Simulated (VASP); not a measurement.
Here is a VASP 6.6.1 calculation.

File INCAR:

```
SYSTEM = V
  ALGO = Fast
  EDIFF = 1E-7
  ENCUT = 520
  GGA = PE
  ISIF = 2
  ISMEAR = 0
  LASPH = .True.
  LCHARG = .False.
  LREAL = .False.
  LWAVE = .False.
  NBANDS = 20
  NELM = 60
  PREC = Accurate
  SIGMA = 0.1
```

KPOINTS

```
k-points
0
Gamma
  18 18 18
  0 0 0
```

POSCAR

```
V
1.0
    2.9971751498      0.0000000000      0.0000000000
    0.0000000000      2.9971751498      0.0000000000
    0.0000000000      0.0000000000      2.9372316468
V
2
Direct
    0.0000000000      0.0000000000      0.0000000000
    0.5000000000      0.5000000000      0.5000000000
```

Potentials or basis: VASP PAW PBE potentials, release 64 (V_sv).

Command:

```sh
$ cat potpaw_PBE.64/V_sv/POTCAR > POTCAR
$ mpirun -np 1 vasp_std > vasp.out
```

Question: What does it give for the pressure?

Answer: 4.2 GPa.

Question: Predict the band gap on the k mesh.

Answer: Zero (bands 13 and 14 overlap by 2.85 eV).

Stress tensor (GPa, compression positive):
```
3.30 0.00 0.00
0.00 3.30 0.00
0.00 0.00 6.08
```

Caveat: the cell differs from its parent crystal (strain along c alone, the other axes held: -2.0 %); the cell stands under pressure.
